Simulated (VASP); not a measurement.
The system is Hg.

```
CELL_PARAMETERS angstrom
0.00000 2.55450 2.55450
2.55450 0.00000 2.55450
2.55450 2.55450 0.00000
ATOMIC_POSITIONS crystal
Hg 0.00000 0.00000 0.00000
```

- Program: VASP 6.6.1
- Task: relaxation of cell and atoms
- Functional: PBE
- Potentials or basis: VASP PAW PBE potentials, release 64 (Hg_sv_GW)
- Cutoff: 500 eV
- k mesh: 12 × 12 × 12
- Occupations: gaussian, width 0.02 eV
- Spin: no spin polarisation

At the start: pressure -1.1 GPa; volume 33.34 Å³/atom.

Task: How do energy, volume and symmetry change on relaxing?

Result: Over 6 steps the energy falls by 10.8 meV/atom and the volume is 30.35 Å³/atom (-9.0 %); space group Fm-3m (No. 225, to 0.1 Å) before and after.

The path:
```
step  energy change (eV)  largest force (eV/Å)  pressure (GPa)  volume (Å³)
   1              0.0000                0.0000           -1.13        33.34
   2             -0.0065                0.0000           -0.71        32.21
   3             -0.0103                0.0000           -0.28        30.90
   4             -0.0062                0.0000            0.35        28.39
   5             -0.0102                0.0000            0.34        29.71
   6             -0.0108                0.0000           -0.01        30.35
```

Final structure:
```
Hg
1.0
     0.00000    2.47575    2.47575
     2.47575    0.00000    2.47575
     2.47575    2.47575    0.00000
Hg
1
Cartesian
  0.0000 0.0000 0.0000
```
